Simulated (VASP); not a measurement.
Crystal: GeMo2.

```xyz
3
Lattice="3.6161 0.0000 0.0000 0.0000 3.6161 0.0000 0.0000 0.0000 4.3368" Properties=species:S:1:pos:R:3 pbc="T T T"
Ge    1.8080    1.8080    0.0000
Mo    0.0000    0.0000    2.1684
Mo    1.8080    1.8080    2.1684
```

```yaml
Program: VASP 6.6.1
Task: relaxation of cell and atoms
Functional: PBE
Potentials_or_basis: VASP PAW PBE potentials, release 64 (Ge_d, Mo_sv)
Cutoff: 600 eV
k_mesh: 6 × 6 × 4
Occupations: gaussian, width 0.1 eV
Spin: no spin polarisation
```

At the start: pressure 21.9 GPa; volume 18.90 Å³/atom.

Where does the relaxation end?

Over 10 steps the energy falls by 491.6 meV/atom and the volume is 20.91 Å³/atom (+10.6 %); space group P4/mmm (No. 123, to 0.05 Å).

The path:
| step | energy change (eV) | largest force (eV/Å) | pressure (GPa) | volume (Å³) |
| --- | --- | --- | --- | --- |
| 1 | 0.0000 | 0.0000 | 21.91 | 56.71 |
| 2 | -0.1078 | 0.0000 | -9.70 | 77.20 |
| 3 | -1.4417 | 0.0000 | -4.08 | 65.09 |
| 4 | -1.4583 | 0.0000 | -3.09 | 64.46 |
| 5 | -1.4620 | 0.0000 | -2.26 | 63.97 |
| 6 | -1.4617 | 0.0000 | -2.53 | 64.11 |
| 7 | -1.4612 | 0.0000 | 2.35 | 61.75 |
| 8 | -1.4746 | 0.0000 | -0.33 | 62.93 |
| 9 | -1.4745 | 0.0000 | -0.13 | 62.88 |
| 10 | -1.4747 | 0.0000 | 0.11 | 62.73 |

Final structure:
```
Ge Mo
1.0
     3.56091    0.00000    0.00000
     0.00000    3.56091    0.00000
     0.00000    0.00000    4.94689
Ge Mo
1 2
Cartesian
  1.7805 1.7805 0.0000
  0.0000 0.0000 2.4734
  1.7805 1.7805 2.4734
```

Caveat: the k points lie up to 0.32 Å⁻¹ apart in the final cell.
